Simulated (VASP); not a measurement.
A run of VASP 6.6.1:

INCAR

```
SYSTEM = Ti3Al
PREC = Accurate
ENCUT = 520
EDIFF = 1E-7
ISMEAR = 0
SIGMA = 0.15
LREAL = .FALSE.
LASPH = .TRUE.
NELM = 150
ALGO = Normal
ISIF = 2
LWAVE = .FALSE.
LCHARG = .FALSE.
ISPIN = 2
MAGMOM = 0.6 0.6 0.6 0
LORBIT = 11
NUPDOWN = 1.8
LMAXMIX = 4
GGA = PS
NBANDS = 32
```

KPOINTS

```
Automatic mesh
0
G
  12 12 12
  0 0 0
```

Contents of POSCAR:

```
Ti3Al
1.0
    0.0000000000      3.2562326158      3.2562326158
    3.2562326158      0.0000000000      3.2562326158
    3.2562326158      3.2562326158      0.0000000000
Ti Al
3 1
Direct
    0.7500000000      0.7500000000      0.7500000000
    0.2500000000      0.2500000000      0.2500000000
    0.0000000000      0.0000000000      0.0000000000
    0.5000000000      0.5000000000      0.5000000000
```

Potentials or basis: VASP PAW PBE potentials, release 64 (Ti_sv, Al).

Command:

```bash
$ cat potpaw_PBE.64/Ti_sv/POTCAR potpaw_PBE.64/Al/POTCAR > POTCAR
$ mpirun -np 1 vasp_std > vasp.out
```

Hardware: 1 thread of Oxide Virtual Turin-like Processor (shared host).

**Question.** How long does it take, and how much memory?

**Answer.** Wall time 5.1 min on 1 thread of Oxide Virtual Turin-like Processor, with other jobs on the host, peak memory 0.35 GiB. Counts: scf iterations 16, k points 72.
